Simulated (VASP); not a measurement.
Runs of VASP 6.6.1 on Se. The structure is that of space group P3_121 (No. 152), or close to it. The cells are those of the table. 

```csv
task,cell,gap on the mesh (eV),pressure (GPa),largest force (eV/Å)
electric field gradients,"a = 4.366, b = 4.366, c = 5.003 Å, angles 90.0, 90.0, 120.0°, 3 atoms",1.20,-1.8,0.15
electric field gradients,"a = 4.323, b = 4.323, c = 4.954 Å, angles 90.0, 90.0, 120.0°, 3 atoms",1.19,-0.1,0.46
electric field gradients,"a = 4.395, b = 4.395, c = 4.986 Å, angles 90.0, 90.0, 120.0°, 3 atoms",1.19,-2.1,0.06
electric field gradients,"a = 4.367, b = 4.328, c = 4.954 Å, angles 89.6, 88.8, 119.1°, 3 atoms",1.03,-0.9,0.45
single point,"a = 4.323, b = 4.323, c = 4.954 Å, angles 90.0, 90.0, 120.0°, 3 atoms",1.19,-0.1,0.46
electric field gradients,"a = 4.366, b = 4.366, c = 4.904 Å, angles 90.0, 90.0, 120.0°, 3 atoms",(b),-0.3,0.38
electric field gradients,"a = 4.454, b = 4.454, c = 4.954 Å, angles 90.0, 90.0, 120.0°, 3 atoms",(a),-2.7,0.12
electric field gradients,"a = 4.410, b = 4.410, c = 4.954 Å, angles 90.0, 90.0, 120.0°, 3 atoms",1.18,-1.9,0.07
electric field gradients,"a = 4.352, b = 4.352, c = 4.937 Å, angles 90.0, 90.0, 120.0°, 3 atoms",1.18,-0.5,0.37
electric field gradients,"a = 4.366, b = 4.366, c = 4.954 Å, angles 90.0, 90.0, 120.0°, 3 atoms",1.18,-1.1,0.26
```

Alike in all rows: level LDA; potentials or basis VASP PAW LDA potentials, release 64 (Se); no spin polarisation; k mesh 6 × 6 × 5; cutoff (eV) 520; smearing fermi-dirac 0.03 eV.

Q: Estimate the missing entries.

A: (a) 1.17; (b) 1.16.

Caveats: an odd mesh through Γ misses points on the zone boundary, where band edges can lie.

A k mesh can miss the band edges, and the runs leave out spin-orbit coupling on Se.
